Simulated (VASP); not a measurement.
Write the native input for VASP 6.6.1 that does the following.

```yaml
Task: relaxation of cell and atoms
Functional: r2SCAN
Potentials_or_basis: VASP PAW PBE potentials, release 64 (Zn)
Cutoff: 550 eV
k_mesh: 18 × 18 × 18
Occupations: gaussian, width 0.1 eV
Spin: no spin polarisation
Dipole_correction: no
Further_INCAR_settings: ALGO = Normal; EDIFF = 1e-07; IBRION = 2; EDIFFG = -0.01; NSW = 100; ISIF = 3
```

Zn:

```
Zn
1.0
     0.00000    1.92696    1.92696
     1.92696    0.00000    1.92696
     1.92696    1.92696    0.00000
Zn
1
Direct
  0.00000 0.00000 0.00000
```

This isn't the form of Zn at room conditions, which is hcp.

These files were run (other wordings do the same):

POSCAR

```
Zn
1.0
    0.0000000000      1.9269603759      1.9269603759
    1.9269603759      0.0000000000      1.9269603759
    1.9269603759      1.9269603759      0.0000000000
Zn
1
Direct
    0.0000000000      0.0000000000      0.0000000000
```

INCAR.step1

```
ALGO = Normal
EDIFF = 1E-5
EDIFFG = -0.005
ENCUT = 550
GGA = PE
GGA_COMPAT = F
IBRION = 2
ISIF = 3
ISMEAR = 0
LASPH = T
LCHARG = F
LREAL = F
LWAVE = T
NELM = 120
NELMIN = 4
NSW = 100
PREC = Accurate
SIGMA = 0.1
```

INCAR.step2

```
ALGO = Normal
EDIFF = 1E-7
EDIFFG = -0.01
ENCUT = 550
GGA_COMPAT = F
IBRION = 2
ISIF = 3
ISMEAR = 0
ISTART = 1
LASPH = T
LCHARG = F
LMIXTAU = T
LREAL = F
LWAVE = F
METAGGA = R2SCAN
NELM = 120
NELMIN = 4
NSW = 100
PREC = Accurate
SIGMA = 0.1
```

KPOINTS

```
k-points
0
Gamma
  18 18 18
```

Potentials or basis: VASP PAW PBE potentials, release 64 (Zn).

Launch:

```console
$ cat potpaw_PBE.64/Zn/POTCAR > POTCAR
$ cp INCAR.step1 INCAR
$ mpirun -np 1 vasp_std > vasp.out
$ cp INCAR.step2 INCAR
$ mpirun -np 1 vasp_std > vasp.out
```

Results of the run:

```yaml
Relaxed_volume: 14.35 Å³/atom
Relaxed_cell: a = 2.727 Å, b = 2.727 Å, c = 2.727 Å, α = 60.00°, β = 60.00°, γ = 60.00°
Space_group_after_relaxing_to_0.1_Å: Fm-3m (No. 225)
Energy_gained_by_relaxing: 0.0 meV/atom
Ionic_steps: 5
Pressure_after_relaxing: 0.0 GPa
Band_gap_on_the_k_mesh: zero (bands 6 and 7 overlap by 3.04 eV)
```

Caveat: the PAW data sets were made with another functional, which shifts forces and pressure a little.

Wall time 20 min on 1 thread of Intel Xeon 8259CL, on a shared host, peak memory 0.14 GiB.
